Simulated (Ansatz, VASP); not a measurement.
Two plane-wave programs on Os

File POSCAR:

```
Os
1.0
    2.7393806551      0.0000000000      0.0000000000
   -1.3696903275      2.3723732379      0.0000000000
    0.0000000000      0.0000000000      4.3138178725
Os
2
Direct
    0.3333333333      0.6666666667      0.2500000000
    0.6666666667      0.3333333333      0.7500000000
```

Contents of INCAR.step1:

```
SYSTEM = Os
  PREC = Accurate
  ENCUT = 520
  ISMEAR = 0
  SIGMA = 0.2
  LREAL = .False.
  LASPH = .True.
  NELM = 80
  NBANDS = 15
  GGA = PE
  ALGO = Normal
  EDIFF = 1E-4
  LWAVE = .True.
  LCHARG = .False.
```

Contents of INCAR.step2:

```
SYSTEM = Os
  PREC = Accurate
  ENCUT = 520
  EDIFF = 1E-6
  ISMEAR = 0
  SIGMA = 0.2
  LREAL = .False.
  LASPH = .True.
  NELM = 80
  ALGO = Normal
  ISIF = 2
  LWAVE = .False.
  LCHARG = .False.
  METAGGA = R2SCAN
  LMIXTAU = .True.
  NBANDS = 15
  ISTART = 1
```

File KPOINTS:

```
regular mesh
0
Gamma
  13 13 7
  0 0 0
```

Input for Ansatz:

```yaml
crystal:
  lattice:
    - [2.7393806551, 0.0, 0.0]
    - [-1.3696903275, 2.3723732379, 0.0]
    - [0.0, 0.0, 4.3138178725]
  atoms:
    - { symbol: Os, position: [0.3333333333, 0.6666666667, 0.25] }
    - { symbol: Os, position: [0.6666666667, 0.3333333333, 0.75] }
hamiltonian:
  xc: r2scan
  pseudopotentials:
    kind: paw
    azcp:
      Os: "pseudopotentials/Os.paw.azcp"
basis:
  ecutwfc: 500
  fft_grid_basis: typed
kpoints:
  mp_grid: { grid: [13, 13, 7], shift: [0, 0, 0] }
magnetization:
  spin_polarized: false
scf:
  occupations: { method: gaussian, width: 0.2 }
  lower_state_search: "off"
output:
  stress: true
```

Alike in both runs: task single point; functional r2SCAN; k mesh 13 × 13 × 7; occupations gaussian, width 0.2 eV; no spin polarisation.

```csv
,VASP,Ansatz
version,VASP 6.6.1,Ansatz 0.2.0
potentials or method,"VASP PAW PBE potentials, release 64 (Os), cutoff 520 eV","plane waves (500 eV) with PAW, scalar-relativistic"
valence electrons in the cell,16,32
```

|  | VASP | Ansatz | Ansatz less VASP |
| --- | --- | --- | --- |
| pressure (GPa) | 0.9 | -0.1 | -1.01 |
| traceless stress, the component that is largest in VASP (GPa) | -0.02 | -0.05 | -0.033 |

VASP's potentials were made for PBE, not for r2SCAN. VASP's potentials hold 16 valence electrons a cell and Ansatz's 32, so a difference there can come from the potentials and not from the codes.

Neither program's run includes spin-orbit coupling.
